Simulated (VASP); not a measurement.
Wanted: the native input for a VASP 6.6.1 run.

- Task: single point
- Functional: PBE
- Dispersion: D3(BJ)
- Potentials or basis: VASP PAW PBE potentials, release 64 (Pb_d, S)
- Cutoff: 520 eV
- k mesh: 10 × 10 × 10
- Occupations: gaussian, width 0.03 eV
- Spin: no spin polarisation
- Dipole correction: no
- Further INCAR settings: ALGO = Normal; EDIFF = 1e-06; NBANDS = 17

The structure of PbS lies in POSCAR:

```
PbS
1.0
    0.0000000000      3.0391250000      2.8908750000
    3.0391250000      0.0000000000      2.8908750000
    3.0391250000      3.0391250000      0.0000000000
Pb S
1 1
Direct
    0.0000000000      0.0000000000      0.0000000000
    0.5000000000      0.5000000000      0.5000000000
```

This cell differs from its parent crystal: strain +0.025 along x and y, -0.025 along z.

These files were run (other wordings do the same):

INCAR

```
SYSTEM = PbS
PREC = Accurate
ENCUT = 520
EDIFF = 1E-6
ISMEAR = 0
SIGMA = 0.03
LREAL = .False.
LASPH = .True.
NELM = 80
ALGO = Normal
ISIF = 2
LWAVE = .False.
LCHARG = .False.
GGA = PE
IVDW = 12
NBANDS = 17
```

KPOINTS

```
regular mesh
0
Gamma
  10 10 10
  0 0 0
```

Potentials or basis: VASP PAW PBE potentials, release 64 (Pb_d, S).

Run with:

```sh
$ cat potpaw_PBE.64/Pb_d/POTCAR potpaw_PBE.64/S/POTCAR > POTCAR
$ mpirun -np 1 vasp_std > vasp.out
```

It gave:

* Pressure: -0.9 GPa
* Band gap on the k mesh: 0.38 eV, direct
* Dispersion energy per atom: -0.339 eV

Caveat: the cell differs from its parent crystal (strain +0.025 along x and y, -0.025 along z); spin-orbit coupling is left out, which moves the levels of the heavy elements.

Run time: 23 s on 1 thread of Intel(R) Xeon(R) 6975P-C (Granite Rapids) (shared host), peak memory 0.24 GiB.
